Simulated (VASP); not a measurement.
# GaN (Pm-3m) in VASP: further runs

The runs below take GaN through single point, with PBE-based screened hybrid, HSE06.

Program: VASP 6.6.1. These are calculated values, not measurements. Logs are shortened: lines on timing, memory, paths and dates and some standing lists are left out, and cuts for length are marked.

## (1) The cell of the first run

It takes space group Pm-3m (No. 221, cubic). The conventional cell has a = 2.696 Å, b = 2.696 Å, c = 2.696 Å, α = 90.00°, β = 90.00°, γ = 90.00°. Ga (site symmetry m-3m) has 8 N at 2.33 Å and 6 Ga at 2.70 Å within 3.1 Å. N (site symmetry m-3m) has 8 Ga at 2.33 Å and 6 N at 2.70 Å within 3.1 Å.

## (2) Single point, PBE-based screened hybrid

Input file POSCAR:

```
GaN
1.0
    2.6955546006      0.0000000000      0.0000000000
    0.0000000000      2.6955546006      0.0000000000
    0.0000000000      0.0000000000      2.6955546006
Ga N
1 1
Direct
    0.0000000000      0.0000000000      0.0000000000
    0.5000000000      0.5000000000      0.5000000000
```

Input file INCAR.step1:

```
SYSTEM = GaN
PREC     = Accurate       ! precision mode
ENCUT    = 520            ! plane-wave cutoff, eV
EDIFF    = 1E-5           ! SCF threshold, eV
ISMEAR   = -1             ! smearing method
SIGMA    = 0.02           ! smearing width, eV
LREAL    = .False.        ! projectors in reciprocal space
LASPH    = .True.         ! aspherical terms in the spheres
NELM     = 120            ! most SCF steps
ALGO     = Normal         ! electronic algorithm
ISIF     = 2              ! what is computed and relaxed
LWAVE    = .True.         ! write WAVECAR
NBANDS   = 16             ! bands
GGA      = PE             ! functional
GGA_COMPAT= .False.
```

Input file INCAR.step2:

```
SYSTEM = GaN
PREC     = Accurate       ! precision mode
ENCUT    = 520            ! plane-wave cutoff, eV
EDIFF    = 1E-6           ! SCF threshold, eV
ISMEAR   = -1             ! smearing method
SIGMA    = 0.02           ! smearing width, eV
LREAL    = .False.        ! projectors in reciprocal space
LASPH    = .True.         ! aspherical terms in the spheres
NELM     = 120            ! most SCF steps
ALGO     = Normal         ! electronic algorithm
ISIF     = 2              ! what is computed and relaxed
LWAVE    = .False.        ! write WAVECAR
LCHARG   = .True.         ! write CHGCAR
GGA      = PE             ! functional
LHFCALC  = .True.         ! exact exchange
AEXX     = 0.1            ! exact-exchange fraction
HFSCREEN = 0.2078         ! screening, 1/A
PRECFOCK = Normal       
LELF     = .True.         ! ELF
LVHAR    = .True.       
NBANDS   = 16             ! bands
ISTART   = 1            
GGA_COMPAT= .False.
```

Input file KPOINTS:

```
Automatic mesh
0
Gamma
  4 4 4
  0 0 0
```

Potentials or basis: VASP PAW PBE potentials, release 64 (Ga_d, N).

On the command line:

```bash
$ cat potpaw_PBE.64/Ga_d/POTCAR potpaw_PBE.64/N/POTCAR > POTCAR
$ cp INCAR.step1 INCAR
$ mpirun -np 1 vasp_std > vasp.out
$ cp INCAR.step2 INCAR
$ mpirun -np 1 vasp_std > vasp.out
```

OUTCAR:

```text
SYSTEM = GaN
   PREC = Accurate
   ENCUT = 520
   EDIFF = 1E-6
   ISMEAR = -1
   LREAL = .False.
   LASPH = .True.
   NELM = 120
   ISIF = 2
   GGA = PE
   LHFCALC = .True.
   AEXX = 0.1
   HFSCREEN = 0.2078
   PRECFOCK = Normal
   ISTART = 1

 ion  position               nearest neighbor table
   1  0.000  0.000  0.000-   2 2.33   2 2.33   2 2.33   2 2.33   2 2.33   2 2.33   2 2.33   2 2.33

   2  0.500  0.500  0.500-   1 2.33   1 2.33   1 2.33   1 2.33   1 2.33   1 2.33   1 2.33   1 2.33

  LATTYP: Found a simple cubic cell.
 ALAT       =     2.6955546006

  Lattice vectors:

 A1 = (   2.6955546006,   0.0000000000,   0.0000000000)
 A2 = (   0.0000000000,   2.6955546006,   0.0000000000)
 A3 = (   0.0000000000,   0.0000000000,   2.6955546006)

Analysis of symmetry for initial positions (statically):
=====================================================================
 Subroutine PRICEL returns:
 Original cell was already a primitive cell.

 Routine SETGRP: Setting up the symmetry group for a
 simple cubic supercell.

 Subroutine GETGRP returns: Found 48 space group operations
 (whereof 48 operations were pure point group operations)
 out of a pool of 48 trial point group operations.

The static configuration has the point symmetry O_h .

Analysis of symmetry for dynamics (positions and initial velocities):
=====================================================================
 Subroutine PRICEL returns:
 Original cell was already a primitive cell.

 Routine SETGRP: Setting up the symmetry group for a
 simple cubic supercell.

 Subroutine GETGRP returns: Found 48 space group operations
 (whereof 48 operations were pure point group operations)
 out of a pool of 48 trial point group operations.

The dynamic configuration has the point symmetry O_h .

 Subroutine INISYM returns: Found 48 space group operations
 (whereof 48 operations are pure point group operations),
 and found     1 'primitive' translations

----------------------------------------------------------------------------------------

                                     Primitive cell

  volume of cell :      19.5859

  direct lattice vectors                    reciprocal lattice vectors
     2.695554601  0.000000000  0.000000000     0.370981170  0.000000000  0.000000000
     0.000000000  2.695554601  0.000000000     0.000000000  0.370981170  0.000000000
[... 76 lines left out ...]
   ISIF   =      2    stress and relaxation
   ISYM   =      3    0-nonsym 1-usesym 2-fastsym
   POTIM  = 0.5000    time-step for ionic-motion
   TEBEG  =    0.0;   TEEND  =   0.0 temperature during run
   PSTRESS=    0.0 pullay stress
   NELECT =      18.0000    total number of electrons
   NUPDOWN=      -1.0000    fix difference up-down
   EMIN   =  10.00;   EMAX   =-10.00  energy-range for DOS
   EFERMI =   0.00;   METHOD = LEGACY
   ISMEAR =    -1;   SIGMA  =   0.02  broadening in eV -4-tet -1-fermi 0-gaus
   EFERMI_NEDOS =   21; number of points for ismear=-14 and -15
   IALGO  =     38    algorithm
   IMIX   =      1    mixing-type and parameters
     AMIX     =   0.40;   BMIX     =  1.00
     AMIX_MAG =   1.60;   BMIX_MAG =  1.00
  volume/ion in A,a.u.               =       9.79        66.09
  Fermi-wavevector in a.u.,A,eV,Ry     =   1.591662  3.007805 34.468838  2.533388
  Thomas-Fermi vector in A             =   2.690168
   LORBIT       =      0    0 simple, 1 ext, 2 COOP (PROOUT), +10 PAW based schemes
   GGA     = PE    functional components
   LHFCALC =     T    Hartree Fock is set to
   PRECFOCK=normal    Normal, Fast or Accurate (Low or Medium for compatibility)
   ENCUT4O =  -1.0   cutoff for four orbital integrals eV
   NKREDX  =     1    reduce k-point grid by
   NKREDY  =     1    reduce k-point grid by
   NKREDZ  =     1    reduce k-point grid by
   AEXX    =    0.1000 exact exchange contribution
   HFSCREEN=    0.2078 screening length (either q_TF or 0.3 A-1)
   HFSCREENC=   0.2078 screening length for correlation (either q_TF or 0.3 A-1)
   ENCUTFOCK=  -1.0 apply spherical cutoff to Coloumb kernel
   IVDW    =     0    specifies the selected vdW correction
   LEPSILON=     F    determine dielectric tensor
   LRPA    =     F    only Hartree local field effects (RPA)
 non-spin polarized calculation
  energy-cutoff  :      520.00
  volume of cell :       19.59
 maximum number of plane-waves:       552
  NGX = 16; NGY = 16; NGZ = 16

 number of electron      18.0000017 magnetization

 Free energy of the ion-electron system (eV)
  ---------------------------------------------------
  ext. energy  EPLUGINS =         0.00000000
  ---------------------------------------------------
  free energy    TOTEN  =        -9.80097881 eV

  energy without entropy =       -9.79588446  energy(sigma->0) =       -9.79843164

 E-fermi :   8.4714     XC(G=0): -12.0554

 val. band max:        8.2353881536   @ k =   0.5000   0.0000   0.0000
 cond. band min:       8.4781572776   @ k =   0.5000   0.2500   0.0000
 fundamental gap:      0.2427691239
 Fermi energy:         8.4714281114

 k-point     1 :       0.0000    0.0000    0.0000
  band No.  band energies     occupation
      1     -10.1516      2.00000
      2      -8.3546      2.00000
      3      -8.3546      2.00000
      4      -7.8066      2.00000
      5      -7.8066      2.00000
      6      -7.8066      2.00000
[... 167 lines left out ...]
      3      -8.3054      2.00000
      4      -7.6414      2.00000
      5      -7.6414      2.00000
      6      -4.2670      2.00000
[... 8 lines left out ...]
     15      28.9863      0.00000
     16      28.9863      0.00000

------------------------ aborting loop because EDIFF is reached ----------------------------------------

  FORCE on cell =-STRESS in cart. coord.  units (eV):
  Direction    XX          YY          ZZ          XY          YZ          ZX
  --------------------------------------------------------------------------------------
  -------------------------------------------------------------------------------------
  Total        0.5952649      0.5952649      0.5952649     -0.0000000      0.0000000     -0.0000000
  in kB       48.6941146     48.6941146     48.6941146     -0.0000000      0.0000000     -0.0000000
  external PRESSURE =      48.6941146 kB  Pullay stress =       0.0000000 kB

 VOLUME and BASIS-vectors are now :
 -----------------------------------------------------------------------------
  energy-cutoff  :      520.00
  volume of cell :       19.59
      direct lattice vectors                 reciprocal lattice vectors
     2.695554601  0.000000000  0.000000000     0.370981170  0.000000000  0.000000000
     0.000000000  2.695554601  0.000000000     0.000000000  0.370981170  0.000000000
     0.000000000  0.000000000  2.695554601     0.000000000  0.000000000  0.370981170

 POSITION                                       TOTAL-FORCE (eV/Angst)
 -----------------------------------------------------------------------------------
      0.00000      0.00000      0.00000         0.000000      0.000000      0.000000
      1.34778      1.34778      1.34778         0.000000      0.000000      0.000000
 -----------------------------------------------------------------------------------
    total drift:                               -0.000000     -0.000002      0.000000

  FREE ENERGIE OF THE ION-ELECTRON SYSTEM (eV)
  ---------------------------------------------------
  free  energy   TOTEN  =        -9.8009788135 eV

  energy  without entropy=       -9.7958844570  energy(sigma->0) =       -9.79843164
```

OUTCAR.step1:

```text
SYSTEM = GaN
   PREC = Accurate
   ENCUT = 520
   EDIFF = 1E-5
   ISMEAR = -1
   LREAL = .False.
[... 395 lines left out ...]
      0.00000      0.00000      0.00000         0.000000      0.000000      0.000000
      1.34778      1.34778      1.34778         0.000000      0.000000      0.000000
 -----------------------------------------------------------------------------------
    total drift:                                0.000000      0.000000      0.000000

  FREE ENERGIE OF THE ION-ELECTRON SYSTEM (eV)
  ---------------------------------------------------
  free  energy   TOTEN  =        -8.9808274606 eV

  energy  without entropy=       -8.9757283587  energy(sigma->0) =       -8.97827791
```

Wall time 3.3 min (1 thread of Intel Xeon Platinum 8375C at 2.90GHz (Ice Lake), shared host); peak memory 0.24 GiB.

What came out:

* Free energy: -9.8010 eV
* Pressure: 4.9 GPa
* Band gap on the k mesh: zero (band 9 reaches 8.48 eV, above the bottom of band 10 at 6.85 eV)

Caveat: the k points lie up to 0.58 Å⁻¹ apart; the PAW data sets were made with another functional, which shifts forces and pressure a little.

## (3) Single point, HSE06

POSCAR is that of step 2.

Input file INCAR.step1:

```
SYSTEM = GaN
ALGO     = Normal         ! electronic algorithm
EDIFF    = 1E-5           ! SCF threshold, eV
ENCUT    = 520            ! plane-wave cutoff, eV
GGA      = PE             ! functional
GGA_COMPAT= .FALSE.      
ISIF     = 2              ! what is computed and relaxed
ISMEAR   = 1              ! smearing method
LASPH    = .TRUE.         ! aspherical terms in the spheres
LREAL    = .FALSE.        ! projectors in reciprocal space
LWAVE    = .TRUE.         ! write WAVECAR
NBANDS   = 16             ! bands
NELM     = 120            ! most SCF steps
PREC     = Accurate       ! precision mode
SIGMA    = 0.05           ! smearing width, eV
```

Input file INCAR.step2:

```
SYSTEM = GaN
ALGO     = Normal         ! electronic algorithm
EDIFF    = 1E-6           ! SCF threshold, eV
ENCUT    = 520            ! plane-wave cutoff, eV
GGA      = PE             ! functional
GGA_COMPAT= .FALSE.      
HFSCREEN = 0.2079         ! screening, 1/A
ISIF     = 2              ! what is computed and relaxed
ISMEAR   = 1              ! smearing method
ISTART   = 1            
LASPH    = .TRUE.         ! aspherical terms in the spheres
LCHARG   = .TRUE.         ! write CHGCAR
LELF     = .TRUE.         ! ELF
LHFCALC  = .TRUE.         ! exact exchange
LREAL    = .FALSE.        ! projectors in reciprocal space
LVHAR    = .TRUE.       
LWAVE    = .FALSE.        ! write WAVECAR
NBANDS   = 16             ! bands
NELM     = 120            ! most SCF steps
PREC     = Accurate       ! precision mode
PRECFOCK = Normal       
SIGMA    = 0.05           ! smearing width, eV
```

Input file KPOINTS:

```
k-points
0
G
  4 4 4
  0 0 0
```

Potentials or basis: VASP PAW PBE potentials, release 64 (Ga_d, N).

On the command line:

```bash
$ cat potpaw_PBE.64/Ga_d/POTCAR potpaw_PBE.64/N/POTCAR > POTCAR
$ cp INCAR.step1 INCAR
$ mpirun -np 1 vasp_std > vasp.out
$ cp INCAR.step2 INCAR
$ mpirun -np 1 vasp_std > vasp.out
```

Wall time 2.4 min (1 thread of Intel Xeon Platinum 8375C at 2.90GHz (Ice Lake), shared host); peak memory 0.23 GiB.

It converged, with:

| Property | Result |
| --- | --- |
| Free energy | -11.0803 eV |
| Pressure | 0.1 GPa |
| Band gap on the k mesh | zero (band 9 reaches 8.24 eV, above the bottom of band 10 at 6.89 eV) |

Levels at points of the mesh, in eV from the Fermi level:
| k point | band 7 | band 8 | band 9 | band 10 | band 11 | band 12 |
| --- | --- | --- | --- | --- | --- | --- |
| (0.00, 0.00, 0.00) | -2.01 | -2.01 | -2.01 | -1.34 | 10.61 | 10.61 |
| (0.50, 0.00, 0.00) | -10.97 | -0.32 | -0.32 | 4.35 | 6.42 | 12.01 |
| (0.50, 0.50, 0.00) | -7.58 | -7.58 | -2.58 | 0.36 | 9.79 | 9.79 |
| (0.50, 0.50, 0.50) | -3.96 | -3.96 | -3.96 | 1.74 | 1.74 | 1.74 |

Caveat: the k points lie up to 0.58 Å⁻¹ apart; the PAW data sets were made with another functional, which shifts forces and pressure a little.
